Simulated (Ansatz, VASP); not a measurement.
WS2: VASP beside Ansatz

```
W S
1.0
     3.18750   -0.00043   -0.00027
     1.59371    2.76042   -0.00164
     0.59173    0.06341   15.27344
W S
2 4
Direct
  0.96636 0.41565 0.24863
  0.03364 0.58435 0.75137
  0.61498 0.08025 0.35151
  0.34896 0.91562 0.85424
  0.38502 0.91975 0.64849
  0.65104 0.08438 0.14576
```

Change from the starting cell: the structure that the rattled cell fell into.

Alike in both runs: functional PBE; k mesh 10 × 10 × 2; occupations gaussian, width 0.02 eV; no spin polarisation.

Ansatz relaxed the structure, and its values are those at the end. VASP's run is a single point on that final structure, the one shown.

```csv
,VASP,Ansatz
version,VASP 6.6.1,Ansatz 0.2.0
potentials or method,"VASP PAW PBE potentials, release 64 (W_sv, S), cutoff 520 eV","scalar-relativistic, plane waves, PAW"
valence electrons in the cell,52,52
```

Ansatz gave:

```
gap on the k mesh at the Fermi level (eV) : 1.84
least direct gap on the mesh (eV)         : 2.15
pressure (GPa)                            : 0.0
```

**Question.** Which values does VASP return?

**Answer.** gap on the k mesh at the Fermi level (eV): 1.85; least direct gap on the mesh (eV): 2.15; pressure (GPa): 0.0.

With one functional, cell and mesh, what is left measures potentials, basis and numerics.

Neither program's run includes spin-orbit coupling.
